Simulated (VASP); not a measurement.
# PtSe2 (Sudovikovite) (P-3m1) in VASP: notebook, part 2 of 2

VASP 6.6.1.

**5. Single point, LDA**

This run uses another cell than the first one, of 21.18 Å³/atom, 1.069 times its volume.

Input file INCAR:

```
ALGO     = Normal         # electronic algorithm
EDIFF    = 1E-6           # SCF threshold, eV
ENCUT    = 520            # plane-wave cutoff, eV
GGA      = CA             # functional
ISIF     = 2              # what is computed and relaxed
ISMEAR   = -1             # smearing method
LASPH    = True           # aspherical terms in the spheres
LCHARG   = True           # write CHGCAR
LELF     = True           # ELF
LREAL    = False          # projectors in reciprocal space
LVHAR    = True         
LWAVE    = False          # write WAVECAR
NBANDS   = 18             # bands
NELM     = 60             # most SCF steps
PREC     = Accurate       # precision mode
SIGMA    = 0.02           # smearing width, eV
```

Input file KPOINTS:

```
k-points
0
Gamma
  12 12 6
```

Input file POSCAR:

```
PtSe2
1.0
    3.7286599757      0.0000000000      0.0000000000
   -1.8643299879      3.2291142610      0.0000000000
    0.0000000000      0.0000000000      5.2770333298
Pt Se
1 2
Direct
    0.0000000000      0.0000000000      0.0000000000
    0.3333333333      0.6666666667      0.2462223091
    0.6666666667      0.3333333333      0.7537776909
```

Potentials or basis: VASP PAW LDA potentials, release 64 (Pt, Se).

Started as:

```sh
cat potpaw_LDA.64/Pt/POTCAR potpaw_LDA.64/Se/POTCAR > POTCAR
mpirun -np 1 vasp_std > vasp.out
```

Wall time 34 s (1 thread of Intel Xeon 6975P-C (Granite Rapids), shared host); peak memory 0.24 GiB.

It converged, with:

```yaml
Free_energy: -17.0180 eV
Pressure: -3.2 GPa
Largest_force: 0.204 eV/Å
Band_gap_on_the_k_mesh: zero (band 11 reaches 6.15 eV, above the bottom of band 12 at 5.93 eV)
```

Forces in eV/Å, atoms in the order of the input:
```
Pt   0.000  0.000  0.000
Se   0.000  0.000 -0.204
Se   0.000  0.000  0.204
```

Stress tensor (GPa, compression positive):
```
-2.75  0.00  0.00
 0.00 -2.75  0.00
 0.00  0.00 -3.95
```

Levels at points of the mesh, in eV from the Fermi level:
```tsv
k point	band 8	band 9	band 10	band 11	band 12	band 13	band 14	band 15
(0.00, 0.00, 0.00)	-2.56	-0.99	-0.99	0.20	1.52	1.52	3.75	3.85
(0.50, 0.00, 0.00)	-3.35	-3.30	-3.26	-2.92	0.67	2.16	4.58	5.59
(0.00, 0.00, 0.50)	-2.92	-1.77	-1.32	-1.32	2.17	2.17	4.68	5.98
(0.50, 0.00, 0.50)	-3.36	-3.09	-2.71	-1.49	1.06	1.44	4.19	4.64
```

Caveat: spin-orbit coupling is left out, which moves the levels of the heavy elements.

**6. Single point, PBE**

This run uses another cell than the first one, of 21.18 Å³/atom, 1.069 times its volume.

Input file INCAR:

```
SYSTEM = PtSe2
PREC = Accurate
ENCUT = 520
EDIFF = 1E-6
ISMEAR = -1
SIGMA = 0.02
LREAL = .False.
LASPH = .True.
NELM = 100
ALGO = Normal
ISIF = 2
LWAVE = .False.
LCHARG = .False.
GGA = PE
NBANDS = 18
```

Input file KPOINTS:

```
Automatic mesh
0
Gamma
  12 12 6
  0 0 0
```

Input file POSCAR:

```
PtSe2
1.0
    3.7286599633      0.0000000000      0.0000000000
   -1.8643299816      3.2291142503      0.0000000000
    0.0000000000      0.0000000000      5.2770334197
Pt Se
1 2
Direct
    0.0000000000      0.0000000000      0.0000000000
    0.3333333333      0.6666666667      0.2462223077
    0.6666666667      0.3333333333      0.7537776923
```

Potentials or basis: VASP PAW PBE potentials, release 64 (Pt, Se).

Started as:

```sh
cat potpaw_PBE.64/Pt/POTCAR potpaw_PBE.64/Se/POTCAR > POTCAR
mpirun -np 1 vasp_std > vasp.out
```

Wall time 72 s (1 thread of Intel Xeon Platinum 8259CL at 2.50GHz (Skylake/Cascade Lake), shared host); peak memory 0.26 GiB.

Results (log left out):

```
Free energy            : -14.2464 eV
Pressure               : 3.8 GPa
Largest force          : 0.173 eV/Å
Band gap on the k mesh : zero (band 11 reaches 6.19 eV, above the bottom of band 12 at 6.03 eV)
```

Forces on the atoms (eV/Å):
```
Pt   0.000  0.000  0.000
Se   0.000  0.000  0.173
Se   0.000  0.000 -0.173
```

Stress tensor (GPa, compression positive):
```
4.33 0.00 0.00
0.00 4.33 0.00
0.00 0.00 2.59
```

Levels at points of the mesh, in eV from the Fermi level:
```
           k point  band 8  band 9  band 10  band 11  band 12  band 13  band 14  band 15
(0.00, 0.00, 0.00)   -2.62   -1.04    -1.04     0.16     1.50     1.50     3.82     3.99
(0.50, 0.00, 0.00)   -3.41   -3.35    -3.30    -2.96     0.68     2.13     4.60     5.66
(0.00, 0.00, 0.50)   -2.90   -1.82    -1.37    -1.37     2.15     2.15     4.73     6.05
(0.50, 0.00, 0.50)   -3.42   -3.15    -2.76    -1.54     1.05     1.46     4.21     4.76
```

Caveat: spin-orbit coupling is left out, which moves the levels of the heavy elements.

**7. Single point, r2SCAN**

This run uses another cell than the first one, of 21.18 Å³/atom, 1.069 times its volume.

POSCAR is that of step 6.

Input file INCAR.step1:

```
PREC     = Accurate       # precision mode
ENCUT    = 520            # plane-wave cutoff, eV
ISMEAR   = -1             # smearing method
SIGMA    = 0.02           # smearing width, eV
LREAL    = F              # projectors in reciprocal space
LASPH    = T              # aspherical terms in the spheres
NELM     = 60             # most SCF steps
NBANDS   = 18             # bands
GGA      = PE             # functional
ALGO     = Normal         # electronic algorithm
EDIFF    = 1E-4           # SCF threshold, eV
LWAVE    = T              # write WAVECAR
LCHARG   = F              # write CHGCAR
```

Input file INCAR.step2:

```
PREC     = Accurate       # precision mode
ENCUT    = 520            # plane-wave cutoff, eV
EDIFF    = 1E-6           # SCF threshold, eV
ISMEAR   = -1             # smearing method
SIGMA    = 0.02           # smearing width, eV
LREAL    = F              # projectors in reciprocal space
LASPH    = T              # aspherical terms in the spheres
NELM     = 60             # most SCF steps
ALGO     = Normal         # electronic algorithm
ISIF     = 2              # what is computed and relaxed
LWAVE    = F              # write WAVECAR
LCHARG   = F              # write CHGCAR
METAGGA  = R2SCAN         # meta-GGA
LMIXTAU  = T            
NBANDS   = 18             # bands
ISTART   = 1
```

Input file KPOINTS:

```
Automatic mesh
0
Gamma
  12 12 6
```

Started as:

```sh
cat potpaw_PBE.64/Pt/POTCAR potpaw_PBE.64/Se/POTCAR > POTCAR
cp INCAR.step1 INCAR
mpirun -np 1 vasp_std > vasp.out
cp INCAR.step2 INCAR
mpirun -np 1 vasp_std > vasp.out
```

It took 5.4 min on 1 thread of Intel Xeon Platinum 8259CL at 2.50GHz (Skylake/Cascade Lake), shared host; peak memory 0.26 GiB.

The run converged. Its results:

```
Free energy            : -81.4720 eV
Pressure               : 1.4 GPa
Largest force          : 0.019 eV/Å
Band gap on the k mesh : zero (band 11 reaches 5.95 eV, above the bottom of band 12 at 5.89 eV)
```

Forces in eV/Å, atoms in the order of the input:
```
Pt   0.000  0.000  0.000
Se   0.000  0.000 -0.019
Se   0.000  0.000  0.019
```

Levels at points of the mesh, in eV from the Fermi level:
| k point | band 7 | band 8 | band 9 | band 10 | band 11 | band 12 | band 13 | band 14 | band 15 | band 16 |
| --- | --- | --- | --- | --- | --- | --- | --- | --- | --- | --- |
| (0.00, 0.00, 0.00) | -4.22 | -2.83 | -1.19 | -1.19 | 0.09 | 1.53 | 1.53 | 4.22 | 4.51 | 7.73 |
| (0.50, 0.00, 0.00) | -3.74 | -3.70 | -3.60 | -3.51 | -3.14 | 0.74 | 2.18 | 4.84 | 6.11 | 7.38 |
| (0.00, 0.00, 0.50) | -4.24 | -3.02 | -1.92 | -1.53 | -1.53 | 2.19 | 2.19 | 5.14 | 6.49 | 7.28 |
| (0.50, 0.00, 0.50) | -3.74 | -3.71 | -3.40 | -2.95 | -1.67 | 1.08 | 1.55 | 4.48 | 5.13 | 7.33 |

Caveat: the PAW data sets were made with another functional, which shifts forces and pressure a little; spin-orbit coupling is left out, which moves the levels of the heavy elements.

**8. The runs side by side**

| level | potentials or basis | cell | k mesh | gap on the mesh (eV) | pressure (GPa) | largest force (eV/Å) |
| --- | --- | --- | --- | --- | --- | --- |
| PBE+D3(BJ) | VASP PAW PBE potentials, release 64 (Pt, Se) | a = 3.771, b = 3.771, c = 4.825 Å, angles 90.0, 90.0, 120.0°, 3 atoms | 12 × 12 × 4 | none | 0.0 | 0.01 |
| PBE+D4 | VASP PAW PBE potentials, release 64 (Pt, Se) | a = 3.772, b = 3.772, c = 4.827 Å, angles 90.0, 90.0, 120.0°, 3 atoms | 12 × 12 × 6 | none | 0.0 | 0.01 |
| PBE | VASP PAW PBE potentials, release 64 (Pt, Se) | a = 3.729, b = 3.729, c = 5.277 Å, angles 90.0, 90.0, 120.0°, 3 atoms | 12 × 12 × 6 | none | 3.8 | 0.17 |
| LDA | VASP PAW LDA potentials, release 64 (Pt, Se) | a = 3.729, b = 3.729, c = 5.277 Å, angles 90.0, 90.0, 120.0°, 3 atoms | 12 × 12 × 6 | none | -3.2 | 0.20 |
| r2SCAN | VASP PAW PBE potentials, release 64 (Pt, Se) | a = 3.729, b = 3.729, c = 5.277 Å, angles 90.0, 90.0, 120.0°, 3 atoms | 12 × 12 × 6 | none | 1.4 | 0.02 |

Alike in all rows: task single point; no spin polarisation; cutoff (eV) 520; smearing fermi-dirac 0.02 eV.

Caveats: spin-orbit coupling is left out, which moves the levels of the heavy elements; pairwise dispersion overbinds metals, which lowers pressure and volume (some runs); the PAW data sets were made with another functional, which shifts forces and pressure a little (some runs).

Absolute energies hang on the potentials; compare differences alone.
